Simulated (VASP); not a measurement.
Write the native input for VASP 6.6.1 that does the following.

| Property | Result |
| --- | --- |
| Task | single point |
| Functional | r2SCAN |
| Potentials or basis | VASP PAW PBE potentials, release 64 (Sn_d, Se) |
| Cutoff | 520 eV |
| k mesh | 12 × 12 × 6 |
| Occupations | gaussian, width 0.05 eV |
| Spin | no spin polarisation |
| Dipole correction | no |
| Further INCAR settings | ALGO = Normal; EDIFF = 1e-06; NBANDS = 20 |

The system is SnSe2.

```
Sn Se
1.0
     3.91841    0.00000    0.00000
    -1.95920    3.39344    0.00000
     0.00000    0.00000    5.80517
Sn Se
1 2
Direct
  0.00000 0.00000 0.00000
  0.33333 0.66667 0.25000
  0.66667 0.33333 0.75000
```

This cell differs from its parent crystal: ratio of the length along z to the lengths across it x 0.92, volume and fractional coordinates fixed.

One way to write it, as run:

POSCAR

```
SnSe2
1.0
    3.9184069144      0.0000000000      0.0000000000
   -1.9592034572      3.3934399303      0.0000000000
    0.0000000000      0.0000000000      5.8051664257
Sn Se
1 2
Direct
    0.0000000000      0.0000000000      0.0000000000
    0.3333333333      0.6666666667      0.2500000000
    0.6666666667      0.3333333333      0.7500000000
```

INCAR.step1

```
SYSTEM = SnSe2
PREC = Accurate
ENCUT = 520
ISMEAR = 0
SIGMA = 0.05
LREAL = .False.
LASPH = .True.
NELM = 60
NBANDS = 20
GGA = PE
ALGO = Normal
EDIFF = 1E-4
LWAVE = .True.
LCHARG = .False.
```

INCAR.step2

```
SYSTEM = SnSe2
PREC = Accurate
ENCUT = 520
EDIFF = 1E-6
ISMEAR = 0
SIGMA = 0.05
LREAL = .False.
LASPH = .True.
NELM = 60
ALGO = Normal
ISIF = 2
LWAVE = .False.
LCHARG = .False.
METAGGA = R2SCAN
LMIXTAU = .True.
NBANDS = 20
ISTART = 1
```

KPOINTS

```
regular mesh
0
Gamma
  12 12 6
  0 0 0
```

Potentials or basis: VASP PAW PBE potentials, release 64 (Sn_d, Se).

Run with:

```console
$ cat potpaw_PBE.64/Sn_d/POTCAR potpaw_PBE.64/Se/POTCAR > POTCAR
$ cp INCAR.step1 INCAR
$ mpirun -np 1 vasp_std > vasp.out
$ cp INCAR.step2 INCAR
$ mpirun -np 1 vasp_std > vasp.out
```

Results of the run:

| Quantity | Value |
| --- | --- |
| Pressure | 3.1 GPa |
| Largest force | 0.846 eV/Å |
| Band gap on the k mesh | 0.53 eV |

Caveat: the stress differs along the axes, from 1 to 7 GPa; semilocal functionals underestimate gaps, and a narrow one can read as zero; the PAW data sets were made with another functional, which shifts forces and pressure a little; spin-orbit coupling is left out, which moves the levels of the heavy elements.

Wall time 11 min on 1 thread of Intel Xeon 8259CL, on a shared host, peak memory 0.31 GiB.
